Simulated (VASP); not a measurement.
# Al2As3 (R-3m) in VASP: notebook

Runs on Al2As3. Level: PBE. Tasks: single point, relaxation of cell and atoms.

Everything below comes from runs of VASP 6.6.1. Logs are shortened: lines on timing, memory, paths and dates and some standing lists are left out, and cuts for length are marked.

## (1) The cell of the first run

Symmetry: R-3m, No. 166, trigonal system. The conventional cell has a = 3.602 Å, b = 3.602 Å, c = 25.044 Å, α = 90.00°, β = 90.00°, γ = 120.00°. Al (site symmetry 3m) has 6 As at 2.52 to 2.67 Å within 3.3 Å. As (site symmetry -3m) has 6 Al at 2.67 Å and 12 As at 3.60 to 3.73 Å within 3.8 Å. As (site symmetry 3m) has 3 Al at 2.52 Å and 3 As at 2.99 Å within 3.3 Å.

## (2) Single point, PBE

INCAR reads:

```
PREC     = Accurate       # precision mode
ENCUT    = 520            # plane-wave cutoff, eV
EDIFF    = 1E-6           # SCF threshold, eV
ISMEAR   = 0              # smearing method
SIGMA    = 0.1            # smearing width, eV
LREAL    = False          # projectors in reciprocal space
LASPH    = True           # aspherical terms in the spheres
NELM     = 60             # most SCF steps
ALGO     = Normal         # electronic algorithm
ISIF     = 2              # what is computed and relaxed
LWAVE    = False          # write WAVECAR
LCHARG   = True           # write CHGCAR
GGA      = PE             # functional
LELF     = True           # ELF
LVHAR    = True         
NBANDS   = 18             # bands
```

KPOINTS reads:

```
Automatic mesh
0
Gamma
  6 6 6
```

POSCAR reads:

```
Al2As3
1.0
    1.8008585630      1.0397261761      8.3478929353
   -1.8008585630      1.0397261761      8.3478929353
    0.0000000000     -2.0794523522      8.3478929353
Al As
2 3
Direct
    0.4000000000      0.4000000000      0.4000000000
    0.6000000000      0.6000000000      0.6000000000
    0.0000000000      0.0000000000      0.0000000000
    0.2095000000      0.2095000000      0.2095000000
    0.7905000000      0.7905000000      0.7905000000
```

Potentials or basis: VASP PAW PBE potentials, release 64 (Al, As).

The run is started by

```bash
$ cat potpaw_PBE.64/Al/POTCAR potpaw_PBE.64/As/POTCAR > POTCAR
$ mpirun -np 1 vasp_std > vasp.out
```

OUTCAR:

```text
PREC = Accurate
   ENCUT = 520
   EDIFF = 1E-6
   ISMEAR = 0
   LREAL = False
   LASPH = True
   NELM = 60
   ISIF = 2
   GGA = PE

 ion  position               nearest neighbor table
   1  0.400  0.400  0.400-   5 2.52   5 2.52   5 2.52   3 2.67   3 2.67   3 2.67
   2  0.600  0.600  0.600-   4 2.52   4 2.52   4 2.52   3 2.67   3 2.67   3 2.67
   3  0.000  0.000  0.000-   2 2.67   1 2.67   2 2.67   2 2.67   1 2.67   1 2.67
   4  0.209  0.209  0.209-   2 2.52   2 2.52   2 2.52
   5  0.791  0.791  0.791-   1 2.52   1 2.52   1 2.52

  LATTYP: Found a trigonal (rhomboedric) cell.
 ALAT       =     8.6029900932
 COS(alpha) =     0.9123624232

  Lattice vectors:

 A1 = (   1.8008585630,   1.0397261761,   8.3478929353)
 A2 = (  -1.8008585630,   1.0397261761,   8.3478929353)
 A3 = (   0.0000000000,  -2.0794523522,   8.3478929353)

Analysis of symmetry for initial positions (statically):
=====================================================================
 Subroutine PRICEL returns:
 Original cell was already a primitive cell.

 Routine SETGRP: Setting up the symmetry group for a
 trigonal (rhombohedral) supercell.

 Subroutine GETGRP returns: Found 12 space group operations
 (whereof 12 operations were pure point group operations)
 out of a pool of 12 trial point group operations.

The static configuration has the point symmetry D_3d.

Analysis of symmetry for dynamics (positions and initial velocities):
=====================================================================
 Subroutine PRICEL returns:
 Original cell was already a primitive cell.

 Routine SETGRP: Setting up the symmetry group for a
 trigonal (rhombohedral) supercell.

 Subroutine GETGRP returns: Found 12 space group operations
 (whereof 12 operations were pure point group operations)
 out of a pool of 12 trial point group operations.

The dynamic configuration has the point symmetry D_3d.

 Subroutine INISYM returns: Found 12 space group operations
 (whereof 12 operations are pure point group operations),
 and found     1 'primitive' translations

----------------------------------------------------------------------------------------

                                     Primitive cell

  volume of cell :      93.7836

  direct lattice vectors                    reciprocal lattice vectors
[... 92 lines left out ...]
   NELM   =     60;   NELMIN=  2; NELMDL= -5     # of ELM steps
   EDIFF  = 0.1E-05   stopping-criterion for ELM
   LREAL  =      F    real-space projection
   EDIFFG = 0.1E-04   stopping-criterion for IOM
   NSW    =      0    number of steps for IOM
   IBRION =     -1    ionic relax: 0-MD 1-quasi-New 2-CG
   NFREE  =      0    steps in history (QN), initial steepest desc. (CG)
   ISIF   =      2    stress and relaxation
   ISYM   =      2    0-nonsym 1-usesym 2-fastsym
   POTIM  = 0.5000    time-step for ionic-motion
   TEBEG  =    0.0;   TEEND  =   0.0 temperature during run
   PSTRESS=    0.0 pullay stress
   NELECT =      21.0000    total number of electrons
   NUPDOWN=      -1.0000    fix difference up-down
   EMIN   =  10.00;   EMAX   =-10.00  energy-range for DOS
   EFERMI =   0.00;   METHOD = LEGACY
   ISMEAR =     0;   SIGMA  =   0.10  broadening in eV -4-tet -1-fermi 0-gaus
   EFERMI_NEDOS =   21; number of points for ismear=-14 and -15
   IALGO  =     38    algorithm
   IMIX   =      4    mixing-type and parameters
     AMIX     =   0.40;   BMIX     =  1.00
     AMIX_MAG =   1.60;   BMIX_MAG =  1.00
  volume/ion in A,a.u.               =      18.76       126.58
  Fermi-wavevector in a.u.,A,eV,Ry     =   0.994120  1.878615 13.446305  0.988276
  Thomas-Fermi vector in A             =   2.126050
   LORBIT       =      0    0 simple, 1 ext, 2 COOP (PROOUT), +10 PAW based schemes
   GGA     = PE    functional components
   LHFCALC =     F    Hartree Fock is set to
   AEXX    =    0.0000 exact exchange contribution
   IVDW    =     0    specifies the selected vdW correction
   LEPSILON=     F    determine dielectric tensor
   LRPA    =     F    only Hartree local field effects (RPA)
 non-spin polarized calculation
 Gauss-broadening in eV      SIGMA  =   0.10
  energy-cutoff  :      520.00
  volume of cell :       93.78
 maximum number of plane-waves:      2558
   NGX = 31   NGY = 31   NGZ = 31

 number of electron      21.0000000 magnetization

 Free energy of the ion-electron system (eV)
  ---------------------------------------------------
  ext. energy  EPLUGINS =         0.00000000
  ---------------------------------------------------
  free energy    TOTEN  =       -21.47748867 eV

  energy without entropy =      -21.46940288  energy(sigma->0) =      -21.47344577

 E-fermi :   5.9595     XC(G=0): -10.2468

 val. band max:        5.9406070430   @ k =   0.5000   0.5000   0.0000
 cond. band min:       5.9688461584   @ k =   0.5000   0.3333   0.3333
 fundamental gap:      0.0282391154
 Fermi energy:         5.9594744640

 k-point     1 :       0.0000    0.0000    0.0000
  band No.  band energies     occupation
      1      -7.3793      2.00000
      2      -5.8240      2.00000
      3      -5.3487      2.00000
      4       1.0352      2.00000
      5       1.6624      2.00000
      6       6.3964      0.00000
[... 481 lines left out ...]
      5       0.6966      2.00000
      6       1.6317      2.00000
[... 10 lines left out ...]
     17      11.7883      0.00000
     18      12.0574      0.00000

 [... further k-points ...]

------------------------ aborting loop because EDIFF is reached ----------------------------------------

  FORCE on cell =-STRESS in cart. coord.  units (eV):
  Direction    XX          YY          ZZ          XY          YZ          ZX
  --------------------------------------------------------------------------------------
  -------------------------------------------------------------------------------------
  Total        3.1131869      3.1131869      0.2546426      0.0000000      0.0000000      0.0000000
  in kB       53.1849881     53.1849881      4.3502564      0.0000000      0.0000000      0.0000000
  external PRESSURE =      36.9067442 kB  Pullay stress =       0.0000000 kB

 VOLUME and BASIS-vectors are now :
 -----------------------------------------------------------------------------
  energy-cutoff  :      520.00
  volume of cell :       93.78
      direct lattice vectors                 reciprocal lattice vectors
     1.800858563  1.039726176  8.347892935     0.277645347  0.160298616  0.039930236
    -1.800858563  1.039726176  8.347892935    -0.277645347  0.160298616  0.039930236
     0.000000000 -2.079452352  8.347892935     0.000000000 -0.320597231  0.039930236

 POSITION                                       TOTAL-FORCE (eV/Angst)
 -----------------------------------------------------------------------------------
      0.00000      0.00000     10.01747         0.000000      0.000000     -0.309610
      0.00000      0.00000     15.02621         0.000000      0.000000      0.309610
      0.00000      0.00000      0.00000         0.000000      0.000000      0.000000
      0.00000      0.00000      5.24665         0.000000     -0.000000     -0.752248
      0.00000      0.00000     19.79703         0.000000     -0.000000      0.752248
 -----------------------------------------------------------------------------------
    total drift:                                0.000000      0.000000     -0.000000

  FREE ENERGIE OF THE ION-ELECTRON SYSTEM (eV)
  ---------------------------------------------------
  free  energy   TOTEN  =       -21.4774886709 eV

  energy  without entropy=      -21.4694028756  energy(sigma->0) =      -21.47344577
```

stdout:

```text
POSCAR found type information on POSCAR AlAs
 POSCAR found :  2 types and       5 ions
 scaLAPACK will be used
 LDA part: xc-table for (Slater+PW92), standard interpolation
 POSCAR, INCAR and KPOINTS ok, starting setup
 FFT: planning ... GRIDC
 FFT: planning ... GRID_SOFT
 FFT: planning ... GRID
 WAVECAR not read
 entering main loop
```

It took 5.6 min on 1 thread of Intel Xeon Platinum 8259CL at 2.50GHz (Skylake/Cascade Lake), shared host; peak memory 0.53 GiB.

What came out:

```
Free energy            : -21.4775 eV
Pressure               : 3.7 GPa
Largest force          : 0.752 eV/Å
Band gap on the k mesh : zero (an odd number of electrons rules out a gap without spin polarisation)
```

Forces on the atoms (eV/Å):
```
Al   0.000  0.000 -0.310
Al   0.000  0.000  0.310
As   0.000  0.000  0.000
As   0.000  0.000 -0.752
As   0.000  0.000  0.752
```

Caveat: the cell stands under pressure; an odd number of electrons without spin polarisation forces a metal; a magnetic or distorted state may lie lower.

## (3) Single point, PBE

This run uses another cell than the first one, of 19.41 Å³/atom.

INCAR reads:

```
SYSTEM = Al2As3
PREC = Accurate
ENCUT = 520
EDIFF = 1E-6
ISMEAR = 0
SIGMA = 0.1
LREAL = .False.
LASPH = .True.
NELM = 80
ALGO = Normal
ISIF = 2
LWAVE = .False.
LCHARG = .False.
GGA = PE
NBANDS = 18
```

KPOINTS reads:

```
Automatic mesh
0
Gamma
  6 6 6
  0 0 0
```

POSCAR reads:

```
Al2As3
1.0
    1.9063679446      1.1006420460      7.7087215409
   -1.9063679446      1.1006420460      7.7087215409
    0.0000000000     -2.2012840920      7.7087215409
Al As
2 3
Direct
    0.3962599570      0.3962599570      0.3962599570
    0.6037400430      0.6037400430      0.6037400430
    0.0000000000      0.0000000000      0.0000000000
    0.2005342882      0.2005342882      0.2005342882
    0.7994657118      0.7994657118      0.7994657118
```

Potentials or basis: VASP PAW PBE potentials, release 64 (Al, As).

The run is started by

```bash
$ cat potpaw_PBE.64/Al/POTCAR potpaw_PBE.64/As/POTCAR > POTCAR
$ mpirun -np 1 vasp_std > vasp.out
```

Run time: 3.9 min. Hardware: 1 thread of Intel Xeon Platinum 8259CL at 2.50GHz (Skylake/Cascade Lake), shared host; peak memory 0.48 GiB.

It converged, with:

| Property | Result |
| --- | --- |
| Free energy | -21.8915 eV |
| Pressure | 0.1 GPa |
| Largest force | 0.016 eV/Å |
| Band gap on the k mesh | zero (an odd number of electrons rules out a gap without spin polarisation) |

Forces on the atoms (eV/Å):
```
Al   0.000  0.000 -0.015
Al   0.000  0.000  0.015
As   0.000  0.000  0.000
As   0.000  0.000 -0.016
As   0.000  0.000  0.016
```

Stress tensor (GPa, compression positive):
```
0.13 0.00 0.00
0.00 0.13 0.00
0.00 0.00 0.02
```

Levels at points of the mesh, in eV from the Fermi level:
```tsv
k point	band 6	band 7	band 8	band 9	band 10	band 11	band 12	band 13	band 14	band 15
(0.00, 0.00, 0.00)	-1.24	-1.24	-0.64	-0.64	0.70	0.70	0.87	2.30	3.11	3.11
(0.50, 0.00, 0.00)	-5.13	-2.99	-2.41	-2.22	-1.50	-0.84	0.18	1.21	3.41	3.77
(0.50, 0.50, 0.00)	-4.25	-3.27	-3.13	-2.90	-1.73	0.15	0.31	0.72	2.35	4.28
(0.50, 0.50, 0.50)	-1.29	-0.82	-0.54	-0.54	-0.54	0.58	0.58	2.03	3.39	3.92
```

Caveat: an odd number of electrons without spin polarisation forces a metal; a magnetic or distorted state may lie lower.

## (4) Relaxation of cell and atoms, PBE

INCAR reads:

```
PREC     = Accurate       # precision mode
ENCUT    = 600            # plane-wave cutoff, eV
EDIFF    = 1E-7           # SCF threshold, eV
ISMEAR   = 0              # smearing method
SIGMA    = 0.1            # smearing width, eV
LREAL    = F              # projectors in reciprocal space
LASPH    = T              # aspherical terms in the spheres
NELM     = 100            # most SCF steps
ALGO     = Normal         # electronic algorithm
ISIF     = 3              # what is computed and relaxed
LWAVE    = F              # write WAVECAR
LCHARG   = F              # write CHGCAR
GGA      = PE             # functional
IBRION   = 2              # ionic algorithm
NSW      = 90             # ionic steps
EDIFFG   = -0.04          # ionic threshold
```

KPOINTS reads:

```
regular mesh
0
Gamma
  6 6 6
```

POSCAR reads:

```
Al2As3
1.0
    1.8008585630      1.0397261761      8.3478929353
   -1.8008585630      1.0397261761      8.3478929353
    0.0000000000     -2.0794523522      8.3478929353
Al As
2 3
Direct
    0.4000000000      0.4000000000      0.4000000000
    0.6000000000      0.6000000000      0.6000000000
    0.0000000000      0.0000000000      0.0000000000
    0.2095000000      0.2095000000      0.2095000000
    0.7905000000      0.7905000000      0.7905000000
```

The run is started by

```bash
$ cat potpaw_PBE.64/Al/POTCAR potpaw_PBE.64/As/POTCAR > POTCAR
$ mpirun -np 1 vasp_std > vasp.out
```

Run time: 53 min. Hardware: 1 thread of Intel Xeon Platinum 8259CL at 2.50GHz (Skylake/Cascade Lake), shared host; peak memory 0.78 GiB.

It converged, with:

| Property | Result |
| --- | --- |
| Free energy | -21.8914 eV |
| Relaxed volume | 19.38 Å³/atom |
| Relaxed cell | a = 8.004 Å, b = 8.004 Å, c = 8.004 Å, α = 27.56°, β = 27.56°, γ = 27.56° |
| Space group after relaxing (to 0.1 Å) | R-3m (No. 166) |
| Energy gained by relaxing | 82.7 meV/atom |
| Ionic steps | 14 |
| Pressure after relaxing | 0.2 GPa |
| Largest force after relaxing | 0.022 eV/Å |
| Band gap on the k mesh | zero (an odd number of electrons rules out a gap without spin polarisation) |

Forces on the atoms (eV/Å):
```
Al   0.000  0.000 -0.019
Al   0.000  0.000  0.019
As   0.000  0.000  0.000
As   0.000  0.000 -0.022
As   0.000  0.000  0.022
```

Step by step:
| step | energy change (eV) | largest force (eV/Å) | pressure (GPa) | volume (Å³) |
| --- | --- | --- | --- | --- |
| 1 | 0.0000 | 0.7522 | 3.69 | 93.78 |
| 2 | -0.1169 | 0.3676 | -1.80 | 99.74 |
| 3 | -0.1169 | 0.3748 | -1.68 | 99.58 |
| 4 | -0.1869 | 0.4750 | -0.96 | 98.30 |
| 5 | -0.3569 | 0.3527 | 2.25 | 94.25 |
| 6 | -0.3857 | 0.2041 | 1.29 | 95.39 |
| 7 | -0.3878 | 0.1721 | 0.77 | 96.09 |
| 8 | -0.3886 | 0.1841 | 0.94 | 95.86 |
| 9 | -0.4002 | 0.1594 | 0.21 | 96.73 |
| 10 | -0.4048 | 0.1534 | -0.74 | 97.93 |
| 11 | -0.4102 | 0.1201 | -0.35 | 97.46 |
| 12 | -0.4115 | 0.0905 | -0.05 | 97.11 |
| 13 | -0.4128 | 0.0653 | 0.05 | 97.03 |
| 14 | -0.4137 | 0.0221 | 0.21 | 96.90 |

Final structure:
```yaml
crystal:
  lattice:
    - [1.90654, 1.10074, 7.69556]
    - [-1.90654, 1.10074, 7.69556]
    - [0.00000, -2.20148, 7.69556]
  atoms:
    - { symbol: Al, position: [0.39630, 0.39630, 0.39630] }
    - { symbol: Al, position: [0.60370, 0.60370, 0.60370] }
    - { symbol: As, position: [0.00000, 0.00000, 0.00000] }
    - { symbol: As, position: [0.20060, 0.20060, 0.20060] }
    - { symbol: As, position: [0.79940, 0.79940, 0.79940] }
```

Levels at points of the mesh, in eV from the Fermi level:
```
           k point  band 8  band 9  band 10  band 11  band 12  band 13
(0.00, 0.00, 0.00)   -0.64   -0.64     0.69     0.69     0.87     2.30
(0.50, 0.00, 0.00)   -2.42   -2.21    -1.50    -0.83     0.19     1.20
(0.50, 0.50, 0.00)   -3.12   -2.90    -1.73     0.14     0.31     0.72
(0.50, 0.50, 0.50)   -0.55   -0.55    -0.53     0.57     0.57     2.03
```

Caveat: an odd number of electrons without spin polarisation forces a metal; a magnetic or distorted state may lie lower.

[end of part 1 of 2]

The gap in the log of VASP goes by the Fermi energy; the results here count the filled bands.